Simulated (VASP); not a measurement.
# MgMnV4O12 (C2) in VASP: electric field gradients with PBE

Aim: the electric field gradients of MgMnV4O12 with PBE.

All numbers are computed with VASP 6.6.1; they aren't measurements. Logs are shortened: lines on timing, memory, paths and dates and some standing lists are left out, and cuts for length are marked.

## 1. The cell of the first run

The structure is monoclinic, space group C2 (No. 5). The conventional cell has a = 10.765 Å, b = 8.696 Å, c = 5.942 Å, α = 90.00°, β = 112.06°, γ = 90.00°. Within 2.7 Å of Mg (site symmetry 2) lie 6 O at 2.03 to 2.37 Å. Within 2.8 Å of Mn (site symmetry 2) lie 6 O at 2.13 to 2.26 Å. Within 2.2 Å of V (site symmetry 1) lie 4 O at 1.62 to 1.86 Å. Within 2.2 Å of V (site symmetry 1) lie 4 O at 1.66 to 1.82 Å. O (site symmetry 1) has 1 V at 1.74 Å and 1 Mg at 2.03 Å and 1 Mn at 2.26 Å within 2.3 Å. Within 2.2 Å of O (site symmetry 1) lie 1 V at 1.62 Å. O (site symmetry 1) has 1 V at 1.66 Å and 1 Mn at 2.13 Å within 2.2 Å. O (site symmetry 1) has 2 V at 1.82 to 1.86 Å and 1 Mg at 2.37 Å within 2.4 Å.

## 2. Electric field gradients, PBE, collinear spin, ferromagnetic start

INCAR

```
PREC = Accurate ; ENCUT = 520
EDIFF = 1E-8 ; ISMEAR = -1
SIGMA = 0.02 ; LREAL = F
LASPH = T ; NELM = 200
ALGO = Normal ; ISIF = 2
LWAVE = F ; LCHARG = F
ISPIN = 2 ; MAGMOM = 0 5 0 0 0 0 0 0 0 0 0 0 0 0 0 0 0 0
LORBIT = 11 ; LMAXMIX = 4
GGA = PE ; LEFG = T
NBANDS = 88 ; GGA_COMPAT = F
KPAR = 4
```

KPOINTS

```
Automatic mesh
0
Gamma
  3 3 4
```

POSCAR

```
MgMnV4O12
1.0
    5.3824362059     -4.3477504115      0.0000000000
    5.3824362059      4.3477504115      0.0000000000
   -2.2314627161      0.0000000000      5.5072290708
Mg Mn V O
1 1 4 12
Direct
    0.2584337100      0.7415662900      0.0000000000
    0.0630879900      0.9369120100      0.5000000000
    0.3969708400      0.1930041000      0.0306597600
    0.2064892500      0.3914551200      0.5408715300
    0.8069959000      0.6030291600      0.9693402400
    0.6085448800      0.7935107500      0.4591284700
    0.2484603200      0.9959074900      0.8907074500
    0.6328269100      0.0882869200      0.0581670400
    0.0291009800      0.2371681200      0.4540992700
    0.3449367300      0.3853108200      0.8511325800
    0.9117130800      0.3671730900      0.9418329600
    0.3624551800      0.3320839000      0.3296949400
    0.6146891800      0.6550632700      0.1488674200
    0.1085729500      0.6461757100      0.6011806900
    0.6679161000      0.6375448200      0.6703050600
    0.0040925100      0.7515396800      0.1092925500
    0.3538242900      0.8914270500      0.3988193100
    0.7628318800      0.9708990200      0.5459007300
```

Potentials or basis: VASP PAW PBE potentials, release 64 (Mg, Mn_pv, V_sv, O).

On the command line:

```console
$ cat potpaw_PBE.64/Mg/POTCAR potpaw_PBE.64/Mn_pv/POTCAR potpaw_PBE.64/V_sv/POTCAR potpaw_PBE.64/O/POTCAR > POTCAR
$ mpirun -np 4 vasp_std > vasp.out
```

OUTCAR:

```text
PREC = Accurate
   ENCUT = 520
   EDIFF = 1E-8
   ISMEAR = -1
   LREAL = F
   LASPH = T
   NELM = 200
   ISIF = 2
   ISPIN = 2
   LORBIT = 11
   GGA = PE

 ion  position               nearest neighbor table
   1  0.258  0.742  0.000-   7 2.03  16 2.03  14 2.25  17 2.25  13 2.37  10 2.37   4 3.06   6 3.06

   2  0.063  0.937  0.500-   9 2.13  18 2.13  17 2.20  14 2.20   7 2.26  16 2.26
   3  0.397  0.193  0.031-   8 1.62   7 1.74  12 1.81  10 1.86
   4  0.206  0.391  0.541-   9 1.66  14 1.72  12 1.79  10 1.82   1 3.06
   5  0.807  0.603  0.969-  11 1.62  16 1.74  15 1.81  13 1.86
   6  0.609  0.794  0.459-  18 1.66  17 1.72  15 1.79  13 1.82   1 3.06
   7  0.248  0.996  0.891-   3 1.74   1 2.03   2 2.26
   8  0.633  0.088  0.058-   3 1.62
   9  0.029  0.237  0.454-   4 1.66   2 2.13
  10  0.345  0.385  0.851-   4 1.82   3 1.86   1 2.37
  11  0.912  0.367  0.942-   5 1.62
  12  0.362  0.332  0.330-   4 1.79   3 1.81
  13  0.615  0.655  0.149-   6 1.82   5 1.86   1 2.37
  14  0.109  0.646  0.601-   4 1.72   2 2.20   1 2.25
  15  0.668  0.638  0.670-   6 1.79   5 1.81
  16  0.004  0.752  0.109-   5 1.74   1 2.03   2 2.26
  17  0.354  0.891  0.399-   6 1.72   2 2.20   1 2.25
  18  0.763  0.971  0.546-   6 1.66   2 2.13

  LATTYP: Found a base centered monoclinic cell.
 ALAT       =    10.7648724118
 B/A-ratio  =     0.8077662689
 C/A-ratio  =     0.5519933036
 COS(beta)  =    -0.3755319902

  Lattice vectors:

 A1 = (   5.3824362059,  -4.3477504115,   0.0000000000)
 A2 = (   5.3824362059,   4.3477504115,   0.0000000000)
 A3 = (  -2.2314627161,   0.0000000000,   5.5072290708)

Analysis of symmetry for initial positions (statically):
=====================================================================
 Subroutine PRICEL returns:
 Original cell was already a primitive cell.

 Routine SETGRP: Setting up the symmetry group for a
 base centered monoclinic supercell.

 Subroutine GETGRP returns: Found  2 space group operations
 (whereof  2 operations were pure point group operations)
 out of a pool of  4 trial point group operations.

The static configuration has the point symmetry C_2 .

Analysis of symmetry for dynamics (positions and initial velocities):
=====================================================================
 Subroutine PRICEL returns:
 Original cell was already a primitive cell.

 Routine SETGRP: Setting up the symmetry group for a
 base centered monoclinic supercell.

 Subroutine GETGRP returns: Found  2 space group operations
 (whereof  2 operations were pure point group operations)
 out of a pool of  4 trial point group operations.

The dynamic configuration has the point symmetry C_2 .

Analysis of structural, dynamic, and magnetic symmetry:
=====================================================================
 Subroutine PRICEL returns:
 Original cell was already a primitive cell.

 Routine SETGRP: Setting up the symmetry group for a
 base centered monoclinic supercell.

 Subroutine GETGRP returns: Found  2 space group operations
 (whereof  2 operations were pure point group operations)
 out of a pool of  4 trial point group operations.

The overall configuration has the point symmetry C_2 .

 Subroutine INISYM returns: Found  2 space group operations
 (whereof  2 operations are pure point group operations),
 and found     1 'primitive' translations

----------------------------------------------------------------------------------------

                                     Primitive cell

  volume of cell :     257.7547

  direct lattice vectors                    reciprocal lattice vectors
     5.382436206 -4.347750411  0.000000000     0.092894738 -0.115002002  0.037639826
     5.382436206  4.347750411  0.000000000     0.092894738  0.115002002  0.037639826
    -2.231462716  0.000000000  5.507229071     0.000000000  0.000000000  0.181579518

  length of vectors
     6.919071697  6.919071697  5.942137485     0.152550481  0.152550481  0.181579518

  position of ions in fractional coordinates (direct lattice)
     0.258433710  0.741566290  0.000000000
     0.063087990  0.936912010  0.500000000
     0.396970840  0.193004100  0.030659760
     0.206489250  0.391455120  0.540871530
     0.806995900  0.603029160  0.969340240
     0.608544880  0.793510750  0.459128470
[... 10 lines left out ...]
     0.353824290  0.891427050  0.398819310
     0.762831880  0.970899020  0.545900730

  ion indices of the primitive-cell ions
   primitive index   ion index
                 1           1
                 2           2
                 3           3
                 4           4
                 5           5
[... 95 lines left out ...]
  volume/ion in A,a.u.               =      14.32        96.63
  Fermi-wavevector in a.u.,A,eV,Ry     =   1.332532  2.518120 24.159059  1.775641
  Thomas-Fermi vector in A             =   2.461459
   LORBIT       =     11    0 simple, 1 ext, 2 COOP (PROOUT), +10 PAW based schemes
   GGA     = PE    functional components
   LHFCALC =     F    Hartree Fock is set to
   AEXX    =    0.0000 exact exchange contribution
   IVDW    =     0    specifies the selected vdW correction
   LEPSILON=     F    determine dielectric tensor
   LRPA    =     F    only Hartree local field effects (RPA)
 spin polarized calculation
  energy-cutoff  :      520.00
  volume of cell :      257.75
 maximum number of plane-waves:      6968
 NGX is ok and might be reduce to    54
   NGX = 25   NGY = 25   NGZ = 23

 number of electron     139.0000011 magnetization       4.9999965

 Free energy of the ion-electron system (eV)
  ---------------------------------------------------
  ext. energy  EPLUGINS =         0.00000000
  ---------------------------------------------------
  free energy    TOTEN  =      -146.77077185 eV

  energy without entropy =     -146.77077185  energy(sigma->0) =     -146.77077185

 E-fermi :   2.2946     XC(G=0):  -9.2654

 val. band max:        1.7380300096   @ k =   0.0000   0.0000   0.0000
 cond. band min:       2.9195062932   @ k =   0.0000   0.0000   0.5000
 fundamental gap:      1.1814762836
 Fermi energy:         2.2945881680

 spin component 1

 k-point     1 :       0.0000    0.0000    0.0000
  band No.  band energies     occupation
      1     -63.6476      1.00000
      2     -63.6476      1.00000
      3     -63.4238      1.00000
      4     -63.4238      1.00000
      5     -47.9415      1.00000
      6     -47.8998      1.00000
[... 1165 lines left out ...]
     80       4.0426      0.00000
     81       4.3515      0.00000
 Fermi energy:         2.2945881680

 spin component 2

 k-point     1 :       0.0000    0.0000    0.0000
  band No.  band energies     occupation
      1     -63.4930      1.00000
      2     -63.4930      1.00000
      3     -63.3602      1.00000
      4     -63.3602      1.00000
      5     -43.1989      1.00000
      6     -43.1653      1.00000
[... 1165 lines left out ...]
     80       4.7395      0.00000
     81       4.8566      0.00000
 [bands above 81 left out]

------------------------ aborting loop because EDIFF is reached ----------------------------------------

  FORCE on cell =-STRESS in cart. coord.  units (eV):
  Direction    XX          YY          ZZ          XY          YZ          ZX
  --------------------------------------------------------------------------------------
  -------------------------------------------------------------------------------------
  Total       -6.0690631     -6.6613686     -5.7654237      0.0000000      0.0000000      0.0385762
  in kB      -37.7246832    -41.4063946    -35.8372917      0.0000000      0.0000000      0.2397858
  external PRESSURE =     -38.3227898 kB  Pullay stress =       0.0000000 kB

 VOLUME and BASIS-vectors are now :
 -----------------------------------------------------------------------------
  energy-cutoff  :      520.00
  volume of cell :      257.75
      direct lattice vectors                 reciprocal lattice vectors
     5.382436206 -4.347750411  0.000000000     0.092894738 -0.115002002  0.037639826
     5.382436206  4.347750411  0.000000000     0.092894738  0.115002002  0.037639826
    -2.231462716  0.000000000  5.507229071     0.000000000  0.000000000  0.181579518

 POSITION                                       TOTAL-FORCE (eV/Angst)
 -----------------------------------------------------------------------------------
      5.38244      2.10054      0.00000        -0.000000     -0.014993     -0.000000
      4.26670      3.79917      2.75361        -0.000000      0.005553     -0.000000
      3.10709     -0.88680      0.16885         0.076415     -0.373532      0.050686
      2.01146      0.80419      2.97870        -0.054481      0.105880      0.075784
      5.42632     -0.88680      5.33838        -0.076415     -0.373532     -0.050686
      6.52195      0.80419      2.52853         0.054481      0.105880     -0.075784
[... 10 lines left out ...]
      5.81254      2.33736      2.19639         0.014661     -0.277762      0.161465
      8.11354      0.90462      3.00640        -0.241377     -0.333054     -0.217084
 -----------------------------------------------------------------------------------
    total drift:                                0.000000     -0.000755     -0.000000

  FREE ENERGIE OF THE ION-ELECTRON SYSTEM (eV)
  ---------------------------------------------------
  free  energy   TOTEN  =      -146.7707718544 eV

  energy  without entropy=     -146.7707718544  energy(sigma->0) =     -146.77077185

 Electric field gradients (V/A^2)
---------------------------------------------------------------------
 ion       V_xx      V_yy      V_zz      V_xy      V_xz      V_yz
---------------------------------------------------------------------
   1      -7.874     5.748     2.126    -0.000     6.757     0.000
   2     -13.352    -6.238    19.590    -0.000    10.396    -0.000
   3      -1.819   -26.973    28.793    21.142   -17.022    -4.919
   4     -43.875    29.280    14.594    -6.651    -6.316   -37.033
   5      -1.819   -26.973    28.793   -21.142   -17.022     4.919
   6     -43.875    29.280    14.594     6.651    -6.316    37.033
[... 10 lines left out ...]
  17      -8.481    -3.435    11.916   -33.924    -1.500     3.454
  18       8.500   -11.564     3.065   -25.158    -4.753     6.778
---------------------------------------------------------------------

 Electric field gradients after diagonalization (V/A^2)
 (convention: |V_zz| > |V_xx| > |V_yy|)
----------------------------------------------------------------------
 ion       V_xx      V_yy      V_zz     asymmetry (V_yy - V_xx)/ V_zz
----------------------------------------------------------------------
   1       5.748     5.532   -11.279       0.019
   2     -16.358    -6.238    22.596       0.448
   3      39.235     0.037   -39.272       0.998
   4     -46.580   -13.124    59.704       0.560
   5      39.235     0.037   -39.272       0.998
   6     -46.580   -13.124    59.704       0.560
[... 10 lines left out ...]
  17      28.808    11.198   -40.006       0.440
  18      27.971     0.927   -28.898       0.936
----------------------------------------------------------------------

           NMR quadrupolar parameters

 Cq : quadrupolar parameter    Cq=e*Q*V_zz/h
 eta: asymmetry parameters     (V_yy - V_xx)/ V_zz
 Q  : nuclear electric quadrupole moment in mb (millibarn)
----------------------------------------------------------------------
 ion       Cq(MHz)       eta       Q (mb)
----------------------------------------------------------------------
   1      -0.027       0.019       1.000
   2       0.055       0.448       1.000
   3      -0.095       0.998       1.000
   4       0.144       0.560       1.000
   5      -0.095       0.998       1.000
   6       0.144       0.560       1.000
[... 10 lines left out ...]
  17      -0.097       0.440       1.000
  18      -0.070       0.936       1.000
----------------------------------------------------------------------

 total charge

# of ion       s       p       d       tot
------------------------------------------
    1        0.116   0.123   0.052   0.290
    2        0.179   6.153   4.857  11.190
    3        2.370   6.388   3.219  11.977
    4        2.371   6.400   3.200  11.971
    5        2.370   6.388   3.219  11.977
    6        2.371   6.400   3.200  11.971
[... 10 lines left out ...]
   17        1.578   3.428   0.000   5.006
   18        1.592   3.383   0.000   4.976
--------------------------------------------------
tot         28.770  72.878  17.747 119.395

 magnetization (x)

# of ion       s       p       d       tot
------------------------------------------
    1        0.000   0.000  -0.000   0.001
    2        0.023   0.021   4.305   4.348
    3        0.001   0.002   0.059   0.062
    4        0.002   0.003   0.143   0.148
    5        0.001   0.002   0.059   0.062
    6        0.002   0.003   0.143   0.148
[... 10 lines left out ...]
   17        0.004  -0.001   0.000   0.003
   18        0.003  -0.012   0.000  -0.008
--------------------------------------------------
tot          0.051   0.010   4.708   4.769
```

Run time: 12 min. Hardware: 4 MPI ranks of Intel Xeon Platinum 8259CL at 2.50GHz (Skylake/Cascade Lake), shared host; peak memory 0.81 GiB.

What came out:

| Property | Result |
| --- | --- |
| Free energy | -146.7708 eV |
| Pressure | -3.8 GPa |
| Largest force | 0.858 eV/Å |
| Band gap on the k mesh | 1.18 eV (least direct gap 1.24 eV) |
| Net moment | 5.00 μB per cell |
| Site moments | Mg +0.00; Mn +4.35; V +0.06, +0.15 (each value once); O +0.00, -0.01 (each value once) μB |
| Largest electric field gradient by atom | Mg -11.3; Mn +22.6; V -39.3, +59.7 (each value once); O -53.8, +20.3, -28.9, -41.1, +36.2, -40.0 (each value once) V/Å² |
| Valence electrons inside the program's atomic spheres | Mg 0.29; Mn 11.19; V 11.98, 11.97 (each value once); O 5.02, 4.94, 4.98, 5.04, 5.03, 5.01 (each value once) |

Forces on the atoms (eV/Å):
```
Mg   0.000 -0.015  0.000
Mn   0.000  0.006  0.000
V    0.076 -0.374  0.051
V   -0.054  0.106  0.076
V   -0.076 -0.374 -0.051
V    0.054  0.106 -0.076
O    0.368  0.095  0.030
O   -0.338  0.785 -0.073
O    0.241 -0.333  0.217
O   -0.225 -0.049 -0.164
O    0.338  0.785  0.073
O   -0.247  0.052 -0.084
O    0.225 -0.049  0.164
O   -0.015 -0.278 -0.161
O    0.247  0.052  0.084
O   -0.368  0.095 -0.030
O    0.015 -0.278  0.161
O   -0.241 -0.333 -0.217
```

Levels at points of the mesh, in eV from the valence-band top:
Spin up:
```
           k point  band 70  band 71  band 72  band 73  band 74  band 75
(0.00, 0.00, 0.00)    -0.96    -0.38     0.00     1.36     1.40     1.68
(0.00, 0.00, 0.50)    -0.98    -0.42    -0.06     1.30     1.33     1.54
```
Spin down:
```
           k point  band 64  band 65  band 66  band 67  band 68  band 69  band 70  band 71
(0.00, 0.00, 0.00)    -1.76    -1.71    -1.64    -1.46     1.41     1.50     1.60     1.70
(0.00, 0.00, 0.50)    -2.11    -1.73    -1.62    -1.50     1.18     1.31     1.42     1.52
```

Electric field gradients, principal values (V/Å²):
```
atom    least   middle  greatest (by size)
1 Mg    5.532    5.748             -11.279
2 Mn   -6.238  -16.358              22.596
 3 V    0.037   39.235             -39.272
 4 V  -13.124  -46.580              59.704
 5 V    0.037   39.235             -39.272
 6 V  -13.124  -46.580              59.704
 7 O   14.010   39.820             -53.830
 8 O   -2.840  -17.500              20.339
 9 O    0.927   27.971             -28.898
10 O    4.562   36.570             -41.132
11 O   -2.840  -17.500              20.339
12 O   -8.572  -27.581              36.153
13 O    4.562   36.570             -41.132
14 O   11.198   28.808             -40.006
15 O   -8.572  -27.581              36.153
16 O   14.010   39.820             -53.830
17 O   11.198   28.808             -40.006
18 O    0.927   27.971             -28.898
```

Caveat: the cell stands under tension; without QUAD_EFG the Cq values of the log hold for a quadrupole moment of 1 mb, not for the nuclei; an odd mesh through Γ misses points on the zone boundary, where band edges can lie; a cell with one magnetic atom can't hold antiferromagnetic order, which such compounds often take.
